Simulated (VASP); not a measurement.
# TiC (WC type) (P-6m2) in VASP: single point with PBE

Aim: the single point of TiC (WC type) with PBE.

Everything below comes from runs of VASP 6.6.1. Logs are shortened: lines on timing, memory, paths and dates and some standing lists are left out, and cuts for length are marked.

### Step 1. The cell of the first run

The structure is hexagonal, space group P-6m2 (No. 187). The conventional cell has a = 2.942 Å, b = 2.942 Å, c = 2.652 Å, α = 90.00°, β = 90.00°, γ = 120.00°. Ti (site symmetry -6m2) has 6 C at 2.15 Å and 2 Ti at 2.65 Å within 2.9 Å. C (site symmetry -6m2) has 6 Ti at 2.15 Å and 2 C at 2.65 Å within 2.9 Å.

### Step 2. Single point, PBE

INCAR

```
SYSTEM = TiC
  PREC = Accurate
  ENCUT = 520
  EDIFF = 1E-6
  ISMEAR = -1
  SIGMA = 0.08
  LREAL = .FALSE.
  LASPH = .TRUE.
  NELM = 80
  ALGO = Normal
  ISIF = 2
  LWAVE = .FALSE.
  LCHARG = .FALSE.
  GGA = PE
  NBANDS = 15
```

KPOINTS

```
regular mesh
0
G
  16 16 14
  0 0 0
```

POSCAR

```
TiC
1.0
    2.9422699631      0.0000000000      0.0000000000
   -1.4711349816      2.5480805328      0.0000000000
    0.0000000000      0.0000000000      2.6516642858
Ti C
1 1
Direct
    0.0000000000      0.0000000000      0.0000000000
    0.3333333333      0.6666666667      0.5000000000
```

Potentials or basis: VASP PAW PBE potentials, release 64 (Ti_sv, C).

On the command line:

```
> cat potpaw_PBE.64/Ti_sv/POTCAR potpaw_PBE.64/C/POTCAR > POTCAR
> mpirun -np 1 vasp_std > vasp.out
```

OUTCAR:

```text
SYSTEM = TiC
   PREC = Accurate
   ENCUT = 520
   EDIFF = 1E-6
   ISMEAR = -1
   LREAL = .FALSE.
   LASPH = .TRUE.
   NELM = 80
   ISIF = 2
   GGA = PE

 ion  position               nearest neighbor table
   1  0.000  0.000  0.000-   2 2.15   2 2.15   2 2.15   2 2.15   2 2.15   2 2.15
   2  0.333  0.667  0.500-   1 2.15   1 2.15   1 2.15   1 2.15   1 2.15   1 2.15

  LATTYP: Found a hexagonal cell.
 ALAT       =     2.9422699631
 C/A-ratio  =     0.9012307909

  Lattice vectors:

 A1 = (   2.9422699631,   0.0000000000,   0.0000000000)
 A2 = (  -1.4711349816,   2.5480805328,   0.0000000000)
 A3 = (   0.0000000000,   0.0000000000,   2.6516642858)

Analysis of symmetry for initial positions (statically):
=====================================================================
 Subroutine PRICEL returns:
 Original cell was already a primitive cell.

 Routine SETGRP: Setting up the symmetry group for a
 hexagonal supercell.

 Subroutine GETGRP returns: Found 12 space group operations
 (whereof 12 operations were pure point group operations)
 out of a pool of 24 trial point group operations.

The static configuration has the point symmetry D_3h.

Analysis of symmetry for dynamics (positions and initial velocities):
=====================================================================
 Subroutine PRICEL returns:
 Original cell was already a primitive cell.

 Routine SETGRP: Setting up the symmetry group for a
 hexagonal supercell.

 Subroutine GETGRP returns: Found 12 space group operations
 (whereof 12 operations were pure point group operations)
 out of a pool of 24 trial point group operations.

The dynamic configuration has the point symmetry D_3h.

 Subroutine INISYM returns: Found 12 space group operations
 (whereof 12 operations are pure point group operations),
 and found     1 'primitive' translations

----------------------------------------------------------------------------------------

                                     Primitive cell

  volume of cell :      19.8799

  direct lattice vectors                    reciprocal lattice vectors
     2.942269963  0.000000000  0.000000000     0.339873639  0.196226137  0.000000000
    -1.471134982  2.548080533  0.000000000     0.000000000  0.392452274  0.000000000
     0.000000000  0.000000000  2.651664286     0.000000000  0.000000000  0.377121646

  length of vectors
     2.942269963  2.942269963  2.651664286     0.392452274  0.392452274  0.377121646

  position of ions in fractional coordinates (direct lattice)
     0.000000000  0.000000000  0.000000000
     0.333333333  0.666666667  0.500000000

  ion indices of the primitive-cell ions
   primitive index   ion index
                 1           1
                 2           2

----------------------------------------------------------------------------------------

 KPOINTS: regular mesh

Automatic generation of k-mesh.
 Grid dimensions read from file:
 generate k-points for:   16   16   14

 Generating k-lattice:

  Cartesian coordinates                     Fractional coordinates (reciprocal lattice)
     0.021242102  0.012264134  0.000000000     0.062500000 -0.000000000  0.000000000
     0.000000000  0.024528267  0.000000000     0.000000000  0.062500000  0.000000000
     0.000000000  0.000000000  0.026937260     0.000000000  0.000000000  0.071428571

  Length of vectors
     0.024528267  0.024528267  0.026937260

  Shift w.r.t. Gamma in fractional coordinates (k-lattice)
     0.000000000  0.000000000  0.000000000

 Subroutine IBZKPT returns following result:
 ===========================================

 Found    240 irreducible k-points:

 Following reciprocal coordinates:
            Coordinates               Weight
  0.000000  0.000000  0.000000      1.000000
  0.062500  0.000000  0.000000      6.000000
  0.125000  0.000000  0.000000      6.000000
  0.187500  0.000000  0.000000      6.000000
  0.250000  0.000000  0.000000      6.000000
  0.312500  0.000000  0.000000      6.000000
[... 16 lines left out ...]
  0.187500  0.187500  0.000000      6.000000
  0.250000  0.187500  0.000000     12.000000
 [... further k-points ...]
   k-points           NKPTS =    240   k-points in BZ     NKDIM =    240   number of bands    NBANDS=     15
   number of dos      NEDOS =    301   number of ions     NIONS =      2
   total plane-waves  NPLWV =  11520
   dimension x,y,z NGX =    24 NGY =   24 NGZ =   20
   dimension x,y,z NGXF=    48 NGYF=   48 NGZF=   40
   ions per type =               1   1
   NGX,Y,Z   is equivalent  to a cutoff of  13.56, 13.56, 12.54 a.u.
   NGXF,Y,Z  is equivalent  to a cutoff of  27.12, 27.12, 25.08 a.u.
 SYSTEM =  TiC
   PREC   = accura    normal or accurate (medium, high low for compatibility)
   ISTART =      0    job   : 0-new  1-cont  2-samecut
   ICHARG =      2    charge: 1-file 2-atom 10-const
   ISPIN  =      1    spin polarized calculation?
   LNONCOLLINEAR =      F non collinear calculations
   LSORBIT =      F    spin-orbit coupling
   LASPH  =      T    aspherical Exc in radial PAW
   ENCUT  =  520.0 eV  38.22 Ry    6.18 a.u.   5.47  5.47  4.93*2*pi/ulx,y,z
   NELM   =     80;   NELMIN=  2; NELMDL= -5     # of ELM steps
   EDIFF  = 0.1E-05   stopping-criterion for ELM
   LREAL  =      F    real-space projection
   EDIFFG = 0.1E-04   stopping-criterion for IOM
   NSW    =      0    number of steps for IOM
   IBRION =     -1    ionic relax: 0-MD 1-quasi-New 2-CG
   NFREE  =      0    steps in history (QN), initial steepest desc. (CG)
   ISIF   =      2    stress and relaxation
   ISYM   =      2    0-nonsym 1-usesym 2-fastsym
   POTIM  = 0.5000    time-step for ionic-motion
   TEBEG  =    0.0;   TEEND  =   0.0 temperature during run
   PSTRESS=    0.0 pullay stress
   NELECT =      16.0000    total number of electrons
   NUPDOWN=      -1.0000    fix difference up-down
   EMIN   =  10.00;   EMAX   =-10.00  energy-range for DOS
   EFERMI =   0.00;   METHOD = LEGACY
   ISMEAR =    -1;   SIGMA  =   0.08  broadening in eV -4-tet -1-fermi 0-gaus
   EFERMI_NEDOS =   21; number of points for ismear=-14 and -15
   IALGO  =     38    algorithm
   IMIX   =      4    mixing-type and parameters
     AMIX     =   0.40;   BMIX     =  1.00
     AMIX_MAG =   1.60;   BMIX_MAG =  1.00
  volume/ion in A,a.u.               =       9.94        67.08
  Fermi-wavevector in a.u.,A,eV,Ry     =   1.522802  2.877678 31.550900  2.318926
  Thomas-Fermi vector in A             =   2.631332
   LORBIT       =      0    0 simple, 1 ext, 2 COOP (PROOUT), +10 PAW based schemes
   GGA     = PE    functional components
   LHFCALC =     F    Hartree Fock is set to
   AEXX    =    0.0000 exact exchange contribution
   IVDW    =     0    specifies the selected vdW correction
   LEPSILON=     F    determine dielectric tensor
   LRPA    =     F    only Hartree local field effects (RPA)
 non-spin polarized calculation
  energy-cutoff  :      520.00
  volume of cell :       19.88
 maximum number of plane-waves:       562
 NGX is ok and might be reduce to    24
   NGX = 11   NGY = 11   NGZ =  9

 number of electron      15.9999997 magnetization

 Free energy of the ion-electron system (eV)
  ---------------------------------------------------
  ext. energy  EPLUGINS =         0.00000000
  ---------------------------------------------------
  free energy    TOTEN  =       -17.24928613 eV

  energy without entropy =      -17.24269765  energy(sigma->0) =      -17.24599189

 E-fermi :   9.5010     XC(G=0): -12.7285

 val. band max:        9.4545973439   @ k =   0.3750   0.0000   0.0714
 cond. band min:       9.5224515124   @ k =   0.2500   0.1250   0.0000
 fundamental gap:      0.0678541685
 Fermi energy:         9.5010122921

 k-point     1 :       0.0000    0.0000    0.0000
  band No.  band energies     occupation
      1     -46.7415      2.00000
      2     -22.8456      2.00000
      3     -22.8456      2.00000
      4     -22.3895      2.00000
      5      -2.7947      2.00000
      6       7.9297      2.00000
      7       7.9297      2.00000
      8       8.4707      1.99999
      9      11.9086      0.00000
     10      13.2607      0.00000
     11      13.2607      0.00000
     12      15.7964      0.00000
     13      15.7964      0.00000
     14      17.9330      0.00000
     15      26.0839      0.00000

 k-point     2 :       0.0625    0.0000    0.0000
  band No.  band energies     occupation
      1     -46.7384      2.00000
      2     -22.8681      2.00000
      3     -22.8505      2.00000
      4     -22.3868      2.00000
      5      -2.7138      2.00000
      6       7.7348      2.00000
      7       7.9917      2.00000
      8       8.5496      1.99999
      9      11.5886      0.00000
     10      13.2463      0.00000
     11      13.6129      0.00000
     12      15.6487      0.00000
     13      15.7030      0.00000
     14      18.1716      0.00000
     15      25.6375      0.00000

 k-point     3 :       0.1250    0.0000    0.0000
  band No.  band energies     occupation
      1     -46.7296      2.00000
      2     -22.9316      2.00000
      3     -22.8645      2.00000
      4     -22.3792      2.00000
      5      -2.4779      2.00000
      6       7.2767      2.00000
      7       8.1726      2.00000
      8       8.6978      1.99991
      9      11.0209      0.00000
     10      13.2055      0.00000
     11      14.2702      0.00000
     12      15.2622      0.00000
     13      15.4456      0.00000
     14      18.7982      0.00000
     15      25.1794      0.00000
[... 343 lines left out ...]
 k-point    23 :       0.1875    0.1875    0.0000
  band No.  band energies     occupation
      1     -46.6815      2.00000
      2     -23.2261      2.00000
      3     -22.9823      2.00000
      4     -22.3377      2.00000
      5      -0.9958      2.00000
      6       5.5703      2.00000
      7       8.3618      2.00000
      8       9.5659      0.61545
      9       9.6683      0.22000
     10      12.7816      0.00000
     11      13.6422      0.00000
     12      14.2426      0.00000
     13      16.3706      0.00000
     14      21.5220      0.00000
     15      24.9462      0.00000

 k-point    24 :       0.2500    0.1875    0.0000
  band No.  band energies     occupation
      1     -46.6691      2.00000
      2     -23.2855      2.00000
      3     -23.0262      2.00000
      4     -22.3271      2.00000
      5      -0.5364      2.00000
      6       5.2716      2.00000
      7       8.0397      2.00000
      8       9.3441      1.75327
      9      10.1170      0.00091
     10      12.6217      0.00000
     11      13.2914      0.00000
     12      14.0036      0.00000
     13      16.7950      0.00000
     14      22.0045      0.00000
     15      25.2287      0.00000

 [... further k-points ...]
[... 5 lines left out ...]
  --------------------------------------------------------------------------------------
  -------------------------------------------------------------------------------------
  Total        2.6193312      2.6193312      2.6198289     -0.0000000     -0.0000000      0.0000000
  in kB      211.0992972    211.0992972    211.1394070     -0.0000000     -0.0000000      0.0000000
  external PRESSURE =     211.1126671 kB  Pullay stress =       0.0000000 kB

 VOLUME and BASIS-vectors are now :
 -----------------------------------------------------------------------------
  energy-cutoff  :      520.00
  volume of cell :       19.88
      direct lattice vectors                 reciprocal lattice vectors
     2.942269963  0.000000000  0.000000000     0.339873639  0.196226137  0.000000000
    -1.471134982  2.548080533  0.000000000     0.000000000  0.392452274  0.000000000
     0.000000000  0.000000000  2.651664286     0.000000000  0.000000000  0.377121646

 POSITION                                       TOTAL-FORCE (eV/Angst)
 -----------------------------------------------------------------------------------
      0.00000      0.00000      0.00000         0.000000      0.000000      0.000000
     -0.00000      1.69872      1.32583        -0.000000     -0.000000      0.000000
 -----------------------------------------------------------------------------------
    total drift:                                0.000000     -0.000000     -0.000000

  FREE ENERGIE OF THE ION-ELECTRON SYSTEM (eV)
  ---------------------------------------------------
  free  energy   TOTEN  =       -17.2492861293 eV

  energy  without entropy=      -17.2426976461  energy(sigma->0) =      -17.24599189
```

Wall time 30 s (1 thread of Intel Xeon Platinum 8488C (Sapphire Rapids), shared host); peak memory 0.19 GiB.

What came out:

- Free energy: -17.2493 eV
- Pressure: 21.1 GPa
- Band gap on the k mesh: zero (band 8 reaches 9.57 eV, above the bottom of band 9 at 9.45 eV)
